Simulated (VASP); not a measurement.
A run of VASP 6.6.1 is set up as follows.

File INCAR:

```
SYSTEM = Al3GaN4
  PREC = Accurate
  ENCUT = 520
  EDIFF = 1E-6
  ISMEAR = 0
  SIGMA = 0.05
  LREAL = .FALSE.
  LASPH = .TRUE.
  NELM = 100
  ALGO = Normal
  ISIF = 2
  LWAVE = .FALSE.
  LCHARG = .TRUE.
  GGA = PS
  LELF = .TRUE.
  LVHAR = .TRUE.
  NBANDS = 31
```

File KPOINTS:

```
regular mesh
0
G
  6 8 4
  0 0 0
```

File POSCAR:

```
Al3GaN4
1.0
    5.0434079743      0.0000000000      0.0001149899
    0.0000000000      3.0518220505      0.0000000000
   -0.0032362578      0.0000000000      5.4179919454
Al Ga N
3 1 4
Direct
    0.5002300429      0.5000000000      0.1673295662
    0.0009207031      0.5000000000      0.8348055926
    0.0010880657      0.0000000000      0.3316926346
    0.4994217128      0.0000000000      0.6662009018
    0.1111724737      0.0000000000      0.6663292504
    0.1224543244      0.5000000000      0.1671578642
    0.6251234792      0.5000000000      0.8401923549
    0.6231881982      0.0000000000      0.3262928352
```

Potentials or basis: VASP PAW PBE potentials, release 64 (Al, Ga_d, N).

Run with:

```bash
$ cat potpaw_PBE.64/Al/POTCAR potpaw_PBE.64/Ga_d/POTCAR potpaw_PBE.64/N/POTCAR > POTCAR
$ mpirun -np 1 vasp_std > vasp.out
```

Q: What does it give for the pressure?

A: 5.5 GPa.

Q: Predict the band gap on the k mesh.

A: 3.59 eV, direct.

Q: Predict the largest force.

A: 0.346 eV/Å.

Forces in eV/Å, atoms in the order of the input:
```
Al  -0.165  0.000 -0.240
Al  -0.147  0.000  0.258
Al  -0.155  0.000  0.236
Ga  -0.165  0.000 -0.267
N    0.150  0.000 -0.295
N    0.155  0.000 -0.275
N    0.152  0.000  0.283
N    0.175  0.000  0.298
```

Caveat: the cell differs from its parent crystal (strain -0.0250 x Voigt [0, 1, 0, 0, 0, 0]); the PAW data sets were made with another functional, which shifts forces and pressure a little. A k mesh can miss the band edges.
